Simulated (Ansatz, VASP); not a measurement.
# One calculation of Nb, two programs

The input INCAR:

```
SYSTEM = Nb
PREC = Accurate ; ENCUT = 500
EDIFF = 1E-6 ; ISMEAR = 0
SIGMA = 0.020999999999999998 ; LREAL = .FALSE.
LASPH = .TRUE. ; NELM = 120
ALGO = Normal ; ISIF = 2
LWAVE = .FALSE. ; LCHARG = .FALSE.
GGA = PE ; NBANDS = 12
GGA_COMPAT = .FALSE.
```

File KPOINTS:

```
Automatic mesh
0
G
  11 11 11
  0 0 0
```

The input POSCAR:

```
Nb
1.0
   -1.6639500000      1.6639500000      1.6639500000
    1.6639500000     -1.6639500000      1.6639500000
    1.6639500000      1.6639500000     -1.6639500000
Nb
1
Direct
    0.0000000000      0.0000000000      0.0000000000
```

The input input.yaml:

```yaml
crystal:
  lattice:
    - [-1.66395, 1.66395, 1.66395]
    - [1.66395, -1.66395, 1.66395]
    - [1.66395, 1.66395, -1.66395]
  atoms:
    - { symbol: Nb, position: [0.0, 0.0, 0.0] }
kpoints:
  mp_grid: { grid: [11, 11, 11] }
scf:
  occupations: { method: gaussian, width: 0.021 }
hamiltonian:
  xc: pbe
  pseudopotentials: { kind: all_electron, lapw: { basis_error: 0.001 } }
output:
  forces: true
  stress: true
  eigenvalues: true
```

Alike in both runs: task single point; functional PBE; k mesh 11 × 11 × 11; occupations gaussian, width 0.021 eV; no spin polarisation.

|  | VASP | Ansatz |
| --- | --- | --- |
| version | VASP 6.6.1 | Ansatz 0.2.0 |
| potentials or method | VASP PAW PBE potentials, release 64 (Nb_sv), cutoff 500 eV | all-electron LAPW, scalar-relativistic |

|  | VASP | Ansatz | Ansatz less VASP |
| --- | --- | --- | --- |
| gap on the k mesh at the Fermi level (eV) | none | none | - |
| pressure (GPa) | -2.1 | -1.7 | +0.38 |

A gap of «none» marks a metal or a gap that the smearing closes. Ansatz ran all-electron here, and VASP with PAW potentials.
